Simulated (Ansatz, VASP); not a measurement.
## BN: VASP beside Ansatz

File POSCAR:

```
BN
1.0
    0.0000000000      1.8673910300      1.7858059850
    1.8673910300      0.0000000000      1.7858059850
    1.8673910300      1.8673910300      0.0000000000
B N
1 1
Direct
    0.0000000000      0.0000000000      0.0000000000
    0.7500000000      0.7500000000      0.7500000000
```

File INCAR.step1:

```
SYSTEM = BN
PREC = Accurate ; ENCUT = 520
ISMEAR = 0 ; SIGMA = 0.05
LREAL = .False. ; LASPH = .True.
NELM = 80 ; NBANDS = 11
GGA = PE ; ALGO = Normal
EDIFF = 1E-4 ; LWAVE = .True.
LCHARG = .False.
```

INCAR.step2

```
SYSTEM = BN
PREC = Accurate ; ENCUT = 520
EDIFF = 1E-7 ; ISMEAR = 0
SIGMA = 0.05 ; LREAL = .False.
LASPH = .True. ; NELM = 80
ALGO = Normal ; ISIF = 2
LWAVE = .False. ; LCHARG = .False.
METAGGA = R2SCAN ; LMIXTAU = .True.
NBANDS = 11 ; ISTART = 1
```

KPOINTS

```
regular mesh
0
Gamma
  12 12 12
  0 0 0
```

Input for Ansatz:

```yaml
crystal:
  lattice:
    - [0.0, 1.86739103, 1.785805985]
    - [1.86739103, 0.0, 1.785805985]
    - [1.86739103, 1.86739103, 0.0]
  atoms:
    - { symbol: B, position: [0.0, 0.0, 0.0] }
    - { symbol: "N", position: [0.75, 0.75, 0.75] }
basis:
  ecutwfc: 500
kpoints:
  mp_grid: { grid: [12, 12, 12] }
hamiltonian:
  xc: r2scan
scf:
  occupations: { method: gaussian, width: 0.05 }
output:
  forces: true
  stress: true
  eigenvalues: true
```

Change from the starting cell: strain +0.030 along x and y, -0.015 along z, atoms carried along.

Alike in both runs: task single point; functional r2SCAN; k mesh 12 × 12 × 12; occupations gaussian, width 0.05 eV; no spin polarisation.

```csv
,VASP,Ansatz
version,VASP 6.6.1,Ansatz 0.2.0
potentials or method,"VASP PAW PBE potentials, release 64 (B, N), cutoff 520 eV","scalar-relativistic, plane waves, PAW"
valence electrons in the cell,8,8
```

VASP gave:

```
gap on the k mesh at the Fermi level (eV)                     : 4.16
least direct gap on the mesh (eV)                             : 8.81
pressure (GPa)                                                : -19.4
traceless stress, the component that is largest in VASP (GPa) : 17.06
```

**Question.** What did Ansatz give for the same quantities?

**Answer.** gap on the k mesh at the Fermi level (eV): 4.18; least direct gap on the mesh (eV): 8.84; pressure (GPa): -20.3; traceless stress, the component that is largest in VASP (GPa): 17.11.

VASP's potentials were made for PBE, not for r2SCAN.
